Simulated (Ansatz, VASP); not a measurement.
AgCl: VASP beside Ansatz

```
Ag Cl
1.0
     1.83272   -5.44316    0.00000
     1.83272    5.44316    0.00000
     0.00000    0.00000    3.84393
Ag Cl
2 2
Direct
  0.39656 0.60344 0.75000
  0.60344 0.39656 0.25000
  0.86545 0.13455 0.25000
  0.13455 0.86545 0.75000
```

Change from the starting cell: volume scaled by 0.94, crystal datasets.

Alike in both runs: task electric field gradients; functional PBEsol; k mesh 9 × 9 × 8; occupations fermi-dirac, width 0.03 eV; no spin polarisation.

```csv
,VASP,Ansatz
version,VASP 6.6.1,Ansatz 0.2.0
potentials or method,"VASP PAW PBE potentials, release 64 (Ag, Cl), cutoff 520 eV","all-electron PAW with datasets made for the crystal, scalar-relativistic"
```

VASP gave:

- pressure (GPa): 0.5
- traceless stress, the component that is largest in VASP (GPa): -0.25
- rms of the force components (eV/Å): 0.025
- size of Vzz on the site where it differs most (V/Å²): 56.3

Question: Estimate Ansatz's values.

Answer: Pressure (GPa): 0.6; traceless stress, the component that is largest in VASP (GPa): -0.29; rms of the force components (eV/Å): 0.025; size of Vzz on the site where it differs most (V/Å²): 51.6.

VASP's potentials were made for PBE, not for PBEsol. Atom by atom the forces differ by 0.002 eV/Å (rms over components). Ansatz ran all-electron here, and VASP with PAW potentials.
